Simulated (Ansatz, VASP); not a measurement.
# MgO in VASP and in Ansatz

File INCAR:

```
SYSTEM = MgO
PREC = Accurate ; ENCUT = 840
EDIFF = 1E-6 ; ISMEAR = 0
SIGMA = 0.01 ; LREAL = .FALSE.
LASPH = .TRUE. ; NELM = 120
ALGO = Normal ; ISIF = 2
LWAVE = .FALSE. ; LCHARG = .TRUE.
GGA = PE ; LELF = .TRUE.
LVHAR = .TRUE. ; NBANDS = 15
GGA_COMPAT = .FALSE.
```

Contents of KPOINTS:

```
Automatic mesh
0
G
  9 9 9
  0 0 0
```

POSCAR

```
MgO
1.0
    0.0000000000      2.1085000000      2.1085000000
    2.1085000000      0.0000000000      2.1085000000
    2.1085000000      2.1085000000      0.0000000000
Mg O
1 1
Direct
    0.0000000000      0.0000000000      0.0000000000
    0.5000000000      0.5000000000      0.5000000000
```

Input for Ansatz:

```yaml
crystal:
  lattice:
    bravais: fcc
    a: 4.217
  space_group: 225
  atoms:
    - { symbol: Mg, position: [0.0, 0.0, 0.0] }
    - { symbol: O, position: [0.5, 0.0, 0.0] }
  reduce_to_primitive: true
kpoints:
  mp_grid:
    grid: [9, 9, 9]
hamiltonian:
  xc: pbe
scf:
  occupations:
    method: fixed
output:
  stress: true
```

Alike in both runs: task single point; functional PBE; k mesh 9 × 9 × 9; no spin polarisation.

|  | VASP | Ansatz |
| --- | --- | --- |
| version | VASP 6.6.1 | Ansatz 0.2.0 |
| potentials or method | VASP PAW PBE potentials, release 64 (Mg_sv, O) | plane waves, PAW |
| plane-wave cutoff (eV) | 840 | 420 |
| occupations | gaussian, width 0.01 eV | fixed |
| valence electrons in the cell | 16 | 16 |

|  | VASP | Ansatz | Ansatz less VASP |
| --- | --- | --- | --- |
| pressure (GPa) | 4.2 | 4.1 | -0.10 |
